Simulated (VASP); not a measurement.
A run of VASP 6.6.1 is set up as follows.

File INCAR:

```
PREC     = Accurate       # precision mode
ENCUT    = 910            # plane-wave cutoff, eV
EDIFF    = 1E-6           # SCF threshold, eV
ISMEAR   = -1             # smearing method
SIGMA    = 0.1            # smearing width, eV
LREAL    = F              # projectors in reciprocal space
LASPH    = T              # aspherical terms in the spheres
NELM     = 120            # most SCF steps
ALGO     = Normal         # electronic algorithm
ISIF     = 2              # what is computed and relaxed
LWAVE    = F              # write WAVECAR
LCHARG   = F              # write CHGCAR
NBANDS   = 16             # bands
GGA_COMPAT= F
```

KPOINTS

```
Automatic mesh
0
Gamma
  11 11 11
```

Contents of POSCAR:

```
WC
1.0
    0.0000000000      2.2215384142      2.2215384142
    2.2215384142      0.0000000000      2.2215384142
    2.2215384142      2.2215384142      0.0000000000
W C
1 1
Direct
    0.0000000000      0.0000000000      0.0000000000
    0.5000000000      0.5000000000      0.5000000000
```

Potentials or basis: VASP PAW LDA potentials, release 64 (W_sv, C_h).

Launch:

```console
$ cat potpaw_LDA.64/W_sv/POTCAR potpaw_LDA.64/C_h/POTCAR > POTCAR
$ mpirun -np 1 vasp_std > vasp.out
```

(1) Predict the pressure.

(2) Predict the band gap on the k mesh.

Results:

(1) -25.9 GPa.

(2) zero (band 9 reaches 12.82 eV, above the bottom of band 10 at 9.95 eV).

Caveat: the cutoff is under 1.25 times the usual one of these potentials, so pressure, stress and relaxed cells hold a basis-set (Pulay) error; spin-orbit coupling is left out, which moves the levels of the heavy elements.
